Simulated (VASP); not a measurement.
Wanted: the native input for a VASP 6.6.1 run.

* Task: relaxation of cell and atoms
* Functional: PBE
* Potentials or basis: VASP PAW PBE potentials, release 64 (B)
* Cutoff: 600 eV
* k mesh: 4 × 4 × 4
* Occupations: gaussian, width 0.1 eV
* Spin: no spin polarisation
* Dipole correction: no
* Further INCAR settings: ALGO = Normal; EDIFF = 1e-06; IBRION = 2; EDIFFG = -0.04; NSW = 90; ISIF = 3

The structure of B lies in POSCAR:

```
B
1.0
    4.2798504300     -2.5656376000      0.0000000000
    4.2798504300      2.5656376000      0.0000000000
    0.0000000000      0.0000000000      4.6105439100
B
12
Direct
    0.0137277300      0.3315595500      0.4371671500
    0.3315595500      0.0137277300      0.5628328500
    0.6684404500      0.9862722700      0.0628328500
    0.9862722700      0.6684404500      0.9371671500
    0.9862722700      0.6684404500      0.5628328500
    0.6684404500      0.9862722700      0.4371671500
    0.3315595500      0.0137277300      0.9371671500
    0.0137277300      0.3315595500      0.0628328500
    0.1587246700      0.8412753300      0.4372062500
    0.8412753300      0.1587246700      0.5627937500
    0.1587246700      0.8412753300      0.0627937500
    0.8412753300      0.1587246700      0.9372062500
```

The cell was built from a structure type or drawn by symmetry, and may not be a known phase.

These files were run (other wordings do the same):

INCAR

```
SYSTEM = B
  ALGO = Normal
  EDIFF = 1E-6
  EDIFFG = -0.04
  ENCUT = 600
  GGA = PE
  IBRION = 2
  ISIF = 3
  ISMEAR = 0
  LASPH = .True.
  LCHARG = .False.
  LREAL = .False.
  LWAVE = .False.
  NELM = 60
  NSW = 90
  PREC = Accurate
  SIGMA = 0.1
```

KPOINTS

```
k-points
0
Gamma
  4 4 4
  0 0 0
```

Potentials or basis: VASP PAW PBE potentials, release 64 (B).

Launch:

```console
$ cat potpaw_PBE.64/B/POTCAR > POTCAR
$ mpirun -np 1 vasp_std > vasp.out
```

It gave:

```json
{
  "Relaxed volume": "8.53 Å³/atom",
  "Relaxed cell": "a = 4.390 Å, b = 4.390 Å, c = 5.655 Å, α = 90.00°, β = 90.00°, γ = 69.91°",
  "Space group after relaxing (to 0.1 Å)": "Cmcm (No. 63)",
  "Energy gained by relaxing": "491.1 meV/atom",
  "Ionic steps": "56",
  "Pressure after relaxing": "0.0 GPa",
  "Largest force after relaxing": "0.031 eV/Å",
  "Band gap on the k mesh": "zero (bands 18 and 19 overlap by 0.75 eV)"
}
```

Caveat: a cell axis changed by over 15 % at a fixed basis, so the end point is rough.

It took 24 min on 1 thread of Intel(R) Xeon(R) Platinum 8488C (Sapphire Rapids) (shared host), peak memory 0.27 GiB.
